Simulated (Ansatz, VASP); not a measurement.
Ir in VASP and in Ansatz

```
CELL_PARAMETERS angstrom
0.00000 2.01568 1.91970
2.01568 0.00000 1.91970
2.01568 2.01568 0.00000
ATOMIC_POSITIONS crystal
Ir 0.00000 0.00000 0.00000
```

Change from the starting cell: strain +0.050 along x and y, +0.000 along z, atoms carried along.

Alike in both runs: task single point; functional PBEsol; k mesh 22 × 22 × 22; occupations gaussian, width 0.15 eV; no spin polarisation.

|  | VASP | Ansatz |
| --- | --- | --- |
| version | VASP 6.6.1 | Ansatz 0.2.0 |
| potentials or method | VASP PAW PBE potentials, release 64 (Ir), cutoff 520 eV | scalar-relativistic, plane waves, PAW |
| valence electrons in the cell | 9 | 17 |

VASP gave:

```
gap on the k mesh at the Fermi level (eV)                     : none
pressure (GPa)                                                : -30.2
traceless stress, the component that is largest in VASP (GPa) : 8.91
```

**Question.** What did Ansatz give for the same quantities?

**Answer.** gap on the k mesh at the Fermi level (eV): none; pressure (GPa): -30.5; traceless stress, the component that is largest in VASP (GPa): 8.96.

VASP's potentials were made for PBE, not for PBEsol. A gap of «none» marks a metal or a gap that the smearing closes. Both programs put the cell under strong tension, so it lies far from rest at this level. The functional is the same, so the differences come from potentials, cutoffs and numerics. VASP's potentials hold 9 valence electrons a cell and Ansatz's 17, so a difference there can come from the potentials and not from the codes.

Neither program's run includes spin-orbit coupling. Noted on VASP's run: the cell as given lies far from equilibrium.
